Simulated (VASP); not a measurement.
Input of a VASP 6.6.1 run:

File INCAR:

```
  PREC = Accurate
  ENCUT = 520
  EDIFF = 1E-6
  ISMEAR = -1
  SIGMA = 0.05
  LREAL = F
  LASPH = T
  NELM = 100
  ALGO = Normal
  ISIF = 2
  LWAVE = F
  LCHARG = T
  LELF = T
  LVHAR = T
  NBANDS = 32
```

File KPOINTS:

```
regular mesh
0
Gamma
  8 8 8
```

POSCAR

```
Bi2Se3
1.0
    2.0523088104      1.1849010441      9.2962259603
   -2.0523088104      1.1849010441      9.2962259603
    0.0000000000     -2.3698020883      9.2962259603
Bi Se
2 3
Direct
    0.5986409168      0.5986409168      0.5986409168
    0.4013590832      0.4013590832      0.4013590832
    0.7907391345      0.7907391345      0.7907391345
    0.2092608655      0.2092608655      0.2092608655
    0.0000000000      0.0000000000      0.0000000000
```

Potentials or basis: VASP PAW LDA potentials, release 64 (Bi_d, Se).

Command:

```bash
$ cat potpaw_LDA.64/Bi_d/POTCAR potpaw_LDA.64/Se/POTCAR > POTCAR
$ mpirun -np 1 vasp_std > vasp.out
```

Task: Estimate the pressure.

Result: 0.2 GPa.

Task: Estimate the band gap on the k mesh.

Result: 0.04 eV.

Task: Estimate the largest force.

Result: 0.033 eV/Å.

Forces on the atoms (eV/Å):
```
Bi   0.000  0.000  0.020
Bi   0.000  0.000 -0.020
Se   0.000  0.000  0.033
Se   0.000  0.000 -0.033
Se   0.000  0.000  0.000
```

Caveat: spin-orbit coupling is left out, which moves the levels of the heavy elements. A k mesh can miss the band edges.
